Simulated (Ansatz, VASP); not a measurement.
Two plane-wave programs on BeGa2

File INCAR:

```
SYSTEM = BeGa2
PREC = Accurate ; ENCUT = 600
EDIFF = 1E-6 ; ISMEAR = 0
SIGMA = 0.1 ; LREAL = .False.
LASPH = .True. ; NELM = 100
ALGO = Fast ; ISIF = 3
LWAVE = .False. ; LCHARG = .False.
GGA = PE ; IBRION = 2
NSW = 90 ; EDIFFG = -0.04
```

The input KPOINTS:

```
regular mesh
0
Gamma
  6 6 6
  0 0 0
```

POSCAR

```
BeGa2
1.0
   -1.8389404009      1.8389404009      6.3939503128
    1.8389404009     -1.8389404009      6.3939503128
    1.8389404009      1.8389404009     -6.3939503128
Be Ga
2 4
Direct
    0.0000000000      0.0000000000      0.0000000000
    0.7500000000      0.2500000000      0.5000000000
    0.4165000000      0.4165000000      0.0000000000
    0.1665000000      0.6665000000      0.5000000000
    0.3335000000      0.8335000000      0.5000000000
    0.5835000000      0.5835000000      0.0000000000
```

Input for Ansatz:

```yaml
crystal:
  lattice:
    - [-1.8389404009, 1.8389404009, 6.3939503128]
    - [1.8389404009, -1.8389404009, 6.3939503128]
    - [1.8389404009, 1.8389404009, -6.3939503128]
  atoms:
    - { symbol: Be, position: [0.0, 0.0, 0.0] }
    - { symbol: Be, position: [0.75, 0.25, 0.5] }
    - { symbol: Ga, position: [0.4165, 0.4165, 0.0] }
    - { symbol: Ga, position: [0.1665, 0.6665, 0.5] }
    - { symbol: Ga, position: [0.3335, 0.8335, 0.5] }
    - { symbol: Ga, position: [0.5835, 0.5835, 0.0] }
basis:
  ecutwfc: 420
kpoints:
  mp_grid: { grid: [6, 6, 6] }
hamiltonian:
  xc: pbe
scf:
  occupations: { method: gaussian, width: 0.1 }
  lower_state_search: "off"
output:
  forces: true
  stress: true
  eigenvalues: true
relax:
  adjacent_minimum: "off"
  f_tol: 0.04
  max_steps: 70
  cell: { stress_tol: 0.4 }
```

Alike in both runs: task relaxation of cell and atoms; functional PBE; k mesh 6 × 6 × 6; occupations gaussian, width 0.1 eV; no spin polarisation.

|  | VASP | Ansatz |
| --- | --- | --- |
| version | VASP 6.6.1 | Ansatz 0.2.0 |
| potentials or method | VASP PAW PBE potentials, release 64 (Be, Ga_d), cutoff 600 eV | scalar-relativistic, plane waves, PAW |
| valence electrons in the cell | 56 | 56 |

```tsv
	VASP	Ansatz	Ansatz less VASP
gap on the k mesh at the Fermi level, each at its own relaxed structure (eV)	none	none	-
relaxed volume (Å³/atom)	14.20	14.55	+0.343
relaxed cell length with the largest relative difference (Å)	11.154	11.563	+0.4090
```

A gap of «none» marks a metal or a gap that the smearing closes.

The k mesh is coarse, so the values compare programs but aren't converged.
